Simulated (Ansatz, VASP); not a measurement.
## Two plane-wave programs on Cu

```
CELL_PARAMETERS angstrom
-11.56895 0.00000 0.00000
0.00000 -2.29226 0.00000
-4.59510 0.00000 21.74334
ATOMIC_POSITIONS crystal
Cu 0.50000 0.50000 0.50000
```

Alike in both runs: task single point; functional PBE; dispersion D3(BJ); k mesh 6 × 25 × 3; occupations gaussian, width 0.15 eV; no spin polarisation.

|  | VASP | Ansatz |
| --- | --- | --- |
| version | VASP 6.6.1 | Ansatz 0.2.0 |
| potentials or method | VASP PAW PBE potentials, release 64 (Cu), cutoff 520 eV | scalar-relativistic, plane waves, PAW |
| valence electrons in the cell | 11 | 19 |

|  | VASP | Ansatz | Ansatz less VASP |
| --- | --- | --- | --- |
| gap on the k mesh at the Fermi level (eV) | none | none | - |
| pressure (GPa) | 0.0 | 0.0 | 0.00 |

A gap of «none» marks a metal or a gap that the smearing closes. VASP's potentials hold 11 valence electrons a cell and Ansatz's 19, so a difference there can come from the potentials and not from the codes. Ansatz's warnings: xc potential rough in thin density.
